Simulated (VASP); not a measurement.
A run of VASP 6.6.1 is set up as follows.

File INCAR:

```
ALGO     = Normal         # electronic algorithm
EDIFF    = 1E-6           # SCF threshold, eV
ENCUT    = 520            # plane-wave cutoff, eV
ISIF     = 2              # what is computed and relaxed
ISMEAR   = 0              # smearing method
ISPIN    = 2              # spin polarisation
LASPH    = T              # aspherical terms in the spheres
LCHARG   = T              # write CHGCAR
LDAU     = T              # DFT+U
LDAUJ    = 0.9 0        
LDAUL    = 2 -1           # shell
LDAUPRINT= 1            
LDAUTYPE = 1            
LDAUU    = 5 0            # U, eV
LELF     = T              # ELF
LMAXMIX  = 4              # l up to which the mixer works
LORBIT   = 11             # projections on sites
LREAL    = F              # projectors in reciprocal space
LVHAR    = T            
LWAVE    = F              # write WAVECAR
MAGMOM   = 3.81 0.25      # initial moments
NBANDS   = 18             # bands
NELM     = 150            # most SCF steps
PREC     = Accurate       # precision mode
SIGMA    = 0.05           # smearing width, eV
```

Contents of KPOINTS:

```
k-points
0
Gamma
  8 8 8
```

File POSCAR:

```
FeO
1.0
    0.0000000000      2.1554001600      2.1554001600
    2.1554001600      0.0000000000      2.1554001600
    2.1554001600      2.1554001600      0.0000000000
Fe O
1 1
Direct
    0.0000000000      0.0000000000      0.0000000000
    0.5000000000      0.5000000000      0.5000000000
```

Potentials or basis: VASP PAW LDA potentials, release 64 (Fe, O).

Command:

```bash
$ cat potpaw_LDA.64/Fe/POTCAR potpaw_LDA.64/O/POTCAR > POTCAR
$ mpirun -np 1 vasp_std > vasp.out
```

Task: Predict the pressure.

Result: -15.7 GPa.

Task: What does it give for the band gap on the k mesh?

Result: Zero (filled and empty bands overlap).

Task: What does it give for the site moments?

Result: Fe +3.79; O +0.21 μB.

Task: What does it give for the net moment?

Result: 4.00 μB per cell.

Eigenvalues of the final occupation matrices:
```csv
site,spin,trace,eigenvalues
site 1 d,1,4.93,0.97 0.97 0.97 1.02 1.02
site 1 d,2,1.19,0.12 0.12 0.32 0.32 0.32
```

Caveat: a cell with one magnetic atom can't hold antiferromagnetic order, which such compounds often take. The state reached can hang on the start; a lower one may exist.
